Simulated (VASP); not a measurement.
A run of VASP 6.6.1 is set up as follows.

File INCAR:

```
PREC = Accurate
ENCUT = 520
EDIFF = 1E-6
ISMEAR = 0
SIGMA = 0.1
LREAL = False
LASPH = True
NELM = 80
ALGO = Normal
ISIF = 2
LWAVE = False
LCHARG = False
GGA = PS
NBANDS = 13
```

KPOINTS

```
regular mesh
0
Gamma
  18 18 18
```

File POSCAR:

```
W
1.0
    0.0000000000      1.9581884845      1.9581884845
    1.9581884845      0.0000000000      1.9581884845
    1.9581884845      1.9581884845      0.0000000000
W
1
Direct
    0.0000000000      0.0000000000      0.0000000000
```

Potentials or basis: VASP PAW PBE potentials, release 64 (W_sv).

Command:

```console
$ cat potpaw_PBE.64/W_sv/POTCAR > POTCAR
$ mpirun -np 1 vasp_std > vasp.out
```

**Question.** Predict the band gap on the k mesh.

**Answer.** Zero (band 7 reaches 15.20 eV, above the bottom of band 8 at 10.89 eV).

**Question.** What does it give for the pressure?

**Answer.** 22.2 GPa.

Caveat: the PAW data sets were made with another functional, which shifts forces and pressure a little; spin-orbit coupling is left out, which moves the levels of the heavy elements.
